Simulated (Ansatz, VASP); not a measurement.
Two plane-wave programs on Cu

```
CELL_PARAMETERS angstrom
2.52947 0.00000 0.00000
-1.26474 2.19059 0.00000
0.00000 0.00000 8.26458
ATOMIC_POSITIONS crystal
Cu 0.00000 0.00000 0.00000
Cu 0.00000 0.00000 0.50000
Cu 0.33333 0.66667 0.25000
Cu 0.66667 0.33333 0.75000
```

Alike in both runs: functional r2SCAN; k mesh 18 × 18 × 6; occupations gaussian, width 0.1 eV; no spin polarisation.

Ansatz relaxed the structure, and its values are those at the end. VASP's run is a single point on that final structure, the one shown.

|  | VASP | Ansatz |
| --- | --- | --- |
| version | VASP 6.6.1 | Ansatz 0.2.0 |
| potentials or method | VASP PAW PBE potentials, release 64 (Cu), cutoff 520 eV | scalar-relativistic, plane waves, PAW |
| valence electrons in the cell | 44 | 76 |

Ansatz gave:

- gap on the k mesh at the Fermi level (eV): none
- pressure (GPa): 0.0

Q: Which values does VASP return?

A: gap on the k mesh at the Fermi level (eV): none; pressure (GPa): 0.7.

VASP's potentials were made for PBE, not for r2SCAN. A gap of «none» marks a metal or a gap that the smearing closes. VASP's potentials hold 44 valence electrons a cell and Ansatz's 76, so a difference there can come from the potentials and not from the codes.
